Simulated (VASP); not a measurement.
# Pt (Fm-3m) in VASP: further runs

Pt is run at these levels: r2SCAN; tasks: relaxation of cell and atoms.

Program: VASP 6.6.1. These are calculated values, not measurements. Logs are shortened: lines on timing, memory, paths and dates and some standing lists are left out, and cuts for length are marked.

### 1 The cell of the first run

It takes space group Fm-3m (No. 225, cubic). The conventional cell has a = 3.940 Å, b = 3.940 Å, c = 3.940 Å, α = 90.00°, β = 90.00°, γ = 90.00°. Within 3.7 Å of Pt (site symmetry m-3m) lie 12 Pt at 2.79 Å.

### 2 Relaxation of cell and atoms, r2SCAN, target pressure 4 GPa, at which the enthalpy is minimised

The input, POSCAR:

```
Pt
1.0
    0.0000000000      1.9701316837      1.9701316837
    1.9701316837      0.0000000000      1.9701316837
    1.9701316837      1.9701316837      0.0000000000
Pt
1
Direct
    0.0000000000      0.0000000000      0.0000000000
```

The input, INCAR.step1:

```
ALGO = Normal
EDIFF = 1E-4
ENCUT = 600
GGA = PE
ISMEAR = -1
LASPH = True
LCHARG = False
LREAL = False
LWAVE = True
NELM = 60
PREC = Accurate
SIGMA = 0.05
```

The input, INCAR.step2:

```
ALGO = Normal
EDIFF = 1E-7
EDIFFG = -0.002
ENCUT = 600
IBRION = 2
ISIF = 3
ISMEAR = -1
ISTART = 1
LASPH = True
LCHARG = False
LMIXTAU = True
LREAL = False
LWAVE = False
METAGGA = R2SCAN
NELM = 60
NSW = 100
PREC = Accurate
PSTRESS = 40.0
SIGMA = 0.05
```

The input, KPOINTS:

```
k-points
0
Gamma
  24 24 24
```

Potentials or basis: VASP PAW PBE potentials, release 64 (Pt).

Command:

```sh
$ cat potpaw_PBE.64/Pt/POTCAR > POTCAR
$ cp INCAR.step1 INCAR
$ mpirun -np 1 vasp_std > vasp.out
$ cp INCAR.step2 INCAR
$ mpirun -np 1 vasp_std > vasp.out
```

OUTCAR:

```text
EDIFF = 1E-7
   EDIFFG = -0.002
   ENCUT = 600
   IBRION = 2
   ISIF = 3
   ISMEAR = -1
   ISTART = 1
   LASPH = True
   LREAL = False
   METAGGA = R2SCAN
   NELM = 60
   NSW = 100
   PREC = Accurate
   PSTRESS = 40.0

 ion  position               nearest neighbor table
   1  0.000  0.000  0.000-

  LATTYP: Found a face centered cubic cell.
 ALAT       =     3.9402633674

  Lattice vectors:

 A1 = (   0.0000000000,   1.9701316837,   1.9701316837)
 A2 = (   1.9701316837,   0.0000000000,   1.9701316837)
 A3 = (   1.9701316837,   1.9701316837,   0.0000000000)

Analysis of symmetry for initial positions (statically):
=====================================================================
 Subroutine PRICEL returns:
 Original cell was already a primitive cell.

 Routine SETGRP: Setting up the symmetry group for a
 face centered cubic supercell.

 Subroutine GETGRP returns: Found 48 space group operations
 (whereof 48 operations were pure point group operations)
 out of a pool of 48 trial point group operations.

The static configuration has the point symmetry O_h .

Analysis of symmetry for dynamics (positions and initial velocities):
=====================================================================
 Subroutine PRICEL returns:
 Original cell was already a primitive cell.

 Routine SETGRP: Setting up the symmetry group for a
 face centered cubic supercell.

 Subroutine GETGRP returns: Found 48 space group operations
 (whereof 48 operations were pure point group operations)
 out of a pool of 48 trial point group operations.

The dynamic configuration has the point symmetry O_h .

 Subroutine INISYM returns: Found 48 space group operations
 (whereof 48 operations are pure point group operations),
 and found     1 'primitive' translations

----------------------------------------------------------------------------------------

                                     Primitive cell

  volume of cell :      15.2938

  direct lattice vectors                    reciprocal lattice vectors
     0.000000000  1.970131684  1.970131684    -0.253790142  0.253790142  0.253790142
     1.970131684  0.000000000  1.970131684     0.253790142 -0.253790142  0.253790142
     1.970131684  1.970131684  0.000000000     0.253790142  0.253790142 -0.253790142
[... 92 lines left out ...]
   PSTRESS=   40.0 pullay stress
   NELECT =      10.0000    total number of electrons
   NUPDOWN=      -1.0000    fix difference up-down
   EMIN   =  10.00;   EMAX   =-10.00  energy-range for DOS
   EFERMI =   0.00;   METHOD = LEGACY
   ISMEAR =    -1;   SIGMA  =   0.05  broadening in eV -4-tet -1-fermi 0-gaus
   EFERMI_NEDOS =   21; number of points for ismear=-14 and -15
   IALGO  =     38    algorithm
   IMIX   =      4    mixing-type and parameters
     AMIX     =   0.40;   BMIX     =  1.00
     AMIX_MAG =   1.60;   BMIX_MAG =  1.00
  volume/ion in A,a.u.               =      15.29       103.21
  Fermi-wavevector in a.u.,A,eV,Ry     =   1.420920  2.685149 27.470342  2.019013
  Thomas-Fermi vector in A             =   2.541784
   LORBIT       =      0    0 simple, 1 ext, 2 COOP (PROOUT), +10 PAW based schemes
   METAGGA = R2SCAN    functional components
   LHFCALC =     F    Hartree Fock is set to
   AEXX    =    0.0000 exact exchange contribution
   IVDW    =     0    specifies the selected vdW correction
   LEPSILON=     F    determine dielectric tensor
   LRPA    =     F    only Hartree local field effects (RPA)
 conjugate gradient relaxation of ions
 non-spin polarized calculation
  energy-cutoff  :      600.00
  volume of cell :       15.29
 maximum number of plane-waves:       532
   NGX = 11   NGY = 11   NGZ = 11

--------------------------------------- Ionic step        1  -------------------------------------------

 number of electron      10.0000001 magnetization

 Free energy of the ion-electron system (eV)
  ---------------------------------------------------
  ext. energy  EPLUGINS =         0.00000000
  ---------------------------------------------------
  free energy    TOTEN  =       -51.50720665 eV

  energy without entropy =      -51.49135177  energy(sigma->0) =      -51.49927921

------------------------ aborting loop because EDIFF is reached ----------------------------------------

  FORCE on cell =-STRESS in cart. coord.  units (eV):
  Direction    XX          YY          ZZ          XY          YZ          ZX
  --------------------------------------------------------------------------------------
  -------------------------------------------------------------------------------------
  Total        0.0722253      0.0722253      0.0722253     -0.0000000     -0.0000000      0.0000000
  in kB        7.5663128      7.5663128      7.5663128     -0.0000000     -0.0000000      0.0000000
  external PRESSURE =     -32.4336872 kB  Pullay stress =      40.0000000 kB
[... 172 lines left out ...]
--------------------------------------- Ionic step        6  -------------------------------------------

 number of electron      10.0000000 magnetization

 Free energy of the ion-electron system (eV)
  ---------------------------------------------------
  ext. energy  EPLUGINS =         0.00000000
  ---------------------------------------------------
  free energy    TOTEN  =       -51.50468677 eV

  energy without entropy =      -51.48909309  energy(sigma->0) =      -51.49688993

 E-fermi :  10.9511     XC(G=0): -14.6168

 val. band max:       10.9473986909   @ k =   0.4167   0.2083   0.0000
 cond. band min:      10.9554949513   @ k =   0.5000   0.1667   0.0417
 fundamental gap:      0.0080962603
 Fermi energy:        10.9511397115

 k-point     1 :       0.0000    0.0000    0.0000
  band No.  band energies     occupation
      1       0.4984      2.00000
      2       7.0637      2.00000
      3       7.0637      2.00000
      4       7.0637      2.00000
      5       9.2192      2.00000
      6       9.2192      2.00000
      7      26.4534      0.00000
      8      31.6106      0.00000
      9      31.6106      0.00000
[... 265 lines left out ...]
 k-point    24 :       0.4583    0.0417    0.0000
  band No.  band energies     occupation
      1       3.4775      2.00000
      2       6.9463      2.00000
      3       7.0560      2.00000
      4       9.5960      2.00000
      5      10.9458      1.05349
      6      11.2932      0.00213
      7      17.8918      0.00000
      8      26.3396      0.00000
      9      30.9047      0.00000

 [... further k-points ...]

------------------------ aborting loop because EDIFF is reached ----------------------------------------

  FORCE on cell =-STRESS in cart. coord.  units (eV):
  Direction    XX          YY          ZZ          XY          YZ          ZX
  --------------------------------------------------------------------------------------
  -------------------------------------------------------------------------------------
  Total        0.3782137      0.3782137      0.3782137      0.0000000      0.0000000      0.0000000
  in kB       40.0739337     40.0739337     40.0739337      0.0000000      0.0000000      0.0000000
  external PRESSURE =       0.0739337 kB  Pullay stress =      40.0000000 kB
[... 20 lines left out ...]
  energy  without entropy=      -51.4890930947  energy(sigma->0) =      -51.49688993

  enthalpy is  TOTEN    =       -51.1271708264 eV   P V=        0.3775159420

 reached required accuracy - stopping structural energy minimisation
```

OSZICAR.step1:

```text
N       E                     dE             d eps       ncg     rms          rms(c)
DAV:   1     0.420845222828E+02    0.42085E+02   -0.60111E+03  7586   0.117E+03
DAV:   2    -0.597078898450E+01   -0.48055E+02   -0.46166E+02  7773   0.199E+02
DAV:   3    -0.647786985254E+01   -0.50708E+00   -0.49976E+00  8947   0.208E+01
DAV:   4    -0.647951860669E+01   -0.16488E-02   -0.16486E-02  8470   0.125E+00
DAV:   5    -0.647952984399E+01   -0.11237E-04   -0.11237E-04  8337   0.939E-02    0.124E+01
DAV:   6    -0.614146399407E+01    0.33807E+00   -0.88720E-01  7601   0.858E+00    0.656E+00
DAV:   7    -0.610417450252E+01    0.37289E-01   -0.15605E-01  7985   0.349E+00    0.250E+00
DAV:   8    -0.610094250332E+01    0.32320E-02   -0.61211E-03  7957   0.766E-01    0.536E-01
DAV:   9    -0.610075941310E+01    0.18309E-03   -0.14563E-04  6243   0.123E-01    0.421E-02
DAV:  10    -0.610076277396E+01   -0.33609E-05   -0.40569E-06  3876   0.188E-02
   1 F= -.61007628E+01 E0= -.60924369E+01  d E =-.166518E-01
```

Run time: 17 min. Hardware: 1 thread of Oxide Virtual Turin-like, shared host; peak memory 0.19 GiB.

Results:

```
Free energy                                                : -51.5047 eV
Relaxed volume                                             : 15.12 Å³/atom
Relaxed cell                                               : a = 2.776 Å, b = 2.776 Å, c = 2.776 Å, α = 60.00°, β = 60.00°, γ = 60.00°
Space group after relaxing (to 0.1 Å)                      : Fm-3m (No. 225)
Energy change on relaxing (the run minimises the enthalpy) : +2.5 meV/atom
Ionic steps                                                : 6
Pressure after relaxing                                    : 4.0 GPa
Band gap on the k mesh                                     : zero (bands 5 and 6 overlap by 2.37 eV)
```

Step by step:
```tsv
step	energy change (eV)	largest force (eV/Å)	pressure (GPa)	volume (Å³)
1	0.0000	0.0000	0.76	15.29
2	0.0315	0.0000	14.91	14.62
3	0.0025	0.0000	3.97	15.12
4	0.0026	0.0000	4.08	15.12
5	0.0022	0.0000	3.77	15.13
6	0.0025	0.0000	4.01	15.12
```

Final structure:
```yaml
crystal:
  lattice:
    - [0.00000, 1.96269, 1.96269]
    - [1.96269, 0.00000, 1.96269]
    - [1.96269, 1.96269, 0.00000]
  atoms:
    - { symbol: Pt, position: [0.00000, 0.00000, 0.00000] }
```

Caveat: the cell is relaxed towards a set pressure, so the run minimises the enthalpy, not the energy; the PAW data sets were made with another functional, which shifts forces and pressure a little; spin-orbit coupling is left out, which moves the levels of the heavy elements.

### 3 Relaxation of cell and atoms, r2SCAN, target pressure 7 GPa, at which the enthalpy is minimised

POSCAR is that of step 2.

The input, INCAR.step1:

```
SYSTEM = Pt
ALGO = Normal
EDIFF = 1E-4
ENCUT = 600
GGA = PE
ISMEAR = -1
LASPH = .TRUE.
LCHARG = .FALSE.
LREAL = .FALSE.
LWAVE = .TRUE.
NELM = 80
PREC = Accurate
SIGMA = 0.05
```

The input, INCAR.step2:

```
SYSTEM = Pt
ALGO = Normal
EDIFF = 1E-6
EDIFFG = -0.002
ENCUT = 600
IBRION = 2
ISIF = 3
ISMEAR = -1
ISTART = 1
LASPH = .TRUE.
LCHARG = .FALSE.
LMIXTAU = .TRUE.
LREAL = .FALSE.
LWAVE = .FALSE.
METAGGA = R2SCAN
NELM = 80
NSW = 100
PREC = Accurate
PSTRESS = 70.0
SIGMA = 0.05
```

The input, KPOINTS:

```
k-points
0
G
  24 24 24
  0 0 0
```

Potentials or basis: VASP PAW PBE potentials, release 64 (Pt).

Command:

```sh
$ cat potpaw_PBE.64/Pt/POTCAR > POTCAR
$ cp INCAR.step1 INCAR
$ mpirun -np 1 vasp_std > vasp.out
$ cp INCAR.step2 INCAR
$ mpirun -np 1 vasp_std > vasp.out
```

It took 15 min on 1 thread of Oxide Virtual Turin-like, shared host; peak memory 0.19 GiB.

It converged, with:

| Property | Result |
| --- | --- |
| Free energy | -51.4996 eV |
| Relaxed volume | 14.97 Å³/atom |
| Relaxed cell | a = 2.767 Å, b = 2.767 Å, c = 2.767 Å, α = 60.00°, β = 60.00°, γ = 60.00° |
| Space group after relaxing (to 0.1 Å) | Fm-3m (No. 225) |
| Energy change on relaxing (the run minimises the enthalpy) | +7.6 meV/atom |
| Ionic steps | 11 |
| Pressure after relaxing | 7.0 GPa |
| Band gap on the k mesh | zero (bands 5 and 6 overlap by 2.41 eV) |

Step by step:
```
step  energy change (eV)  largest force (eV/Å)  pressure (GPa)  volume (Å³)
   1              0.0000                0.0000            0.77        15.29
   2              0.1174                0.0000           31.42        14.01
   3              0.0073                0.0000            6.83        14.98
   4              0.0076                0.0000            6.94        14.97
   5              0.0079                0.0000            7.09        14.97
   6              0.0072                0.0000            6.82        14.98
   7              0.0076                0.0000            7.11        14.97
   8              0.0075                0.0000            6.97        14.98
   9              0.0075                0.0000            6.93        14.97
  10              0.0076                0.0000            6.95        14.97
  11              0.0076                0.0000            6.98        14.97
```

Final structure:
```
CELL_PARAMETERS angstrom
0.00000 1.95622 1.95622
1.95622 0.00000 1.95622
1.95622 1.95622 0.00000
ATOMIC_POSITIONS crystal
Pt 0.00000 0.00000 0.00000
```

Levels at points of the mesh, in eV from the Fermi level:
```csv
k point,band 3,band 4,band 5,band 6,band 7,band 8
"(0.00, 0.00, 0.00)",-3.95,-3.95,-1.76,-1.76,15.47,20.69
"(0.50, 0.00, 0.00)",-4.05,-0.32,0.04,0.04,6.23,15.12
"(0.50, 0.50, 0.00)",-0.04,0.54,0.54,1.95,9.44,12.06
```

Caveat: the cell is relaxed towards a set pressure, so the run minimises the enthalpy, not the energy; the PAW data sets were made with another functional, which shifts forces and pressure a little; spin-orbit coupling is left out, which moves the levels of the heavy elements.
